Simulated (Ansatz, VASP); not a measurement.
# One calculation of W, two programs

```
W
1.0
    -1.59730    1.59730   -1.59730
    -1.59730   -1.59730    1.59730
    -0.95838    6.38920    6.38920
W
4
Direct
  0.73750 0.73750 0.87500
  0.46250 0.46250 0.12500
  0.88750 0.88750 0.37500
  0.31250 0.31250 0.62500
```

Alike in both runs: task single point; functional PBEsol; k mesh 18 × 18 × 5; occupations gaussian, width 0.15 eV; no spin polarisation.

|  | VASP | Ansatz |
| --- | --- | --- |
| version | VASP 6.6.1 | Ansatz 0.2.0 |
| potentials or method | VASP PAW PBE potentials, release 64 (W_sv), cutoff 520 eV | scalar-relativistic, plane waves, PAW |
| valence electrons in the cell | 56 | 56 |

|  | VASP | Ansatz | Ansatz less VASP |
| --- | --- | --- | --- |
| gap on the k mesh at the Fermi level (eV) | none | none | - |
| pressure (GPa) | -3.2 | -4.0 | -0.80 |
| traceless stress, the component that is largest in VASP (GPa) | 9.65 | 9.20 | -0.449 |
| rms of the force components (eV/Å) | 1.656 | 1.595 | -0.0610 |

VASP's potentials were made for PBE, not for PBEsol. Atom by atom the forces differ by 0.064 eV/Å (rms over components). A gap of «none» marks a metal or a gap that the smearing closes. With one functional, cell and mesh, what is left measures potentials, basis and numerics.

Neither program's run includes spin-orbit coupling.
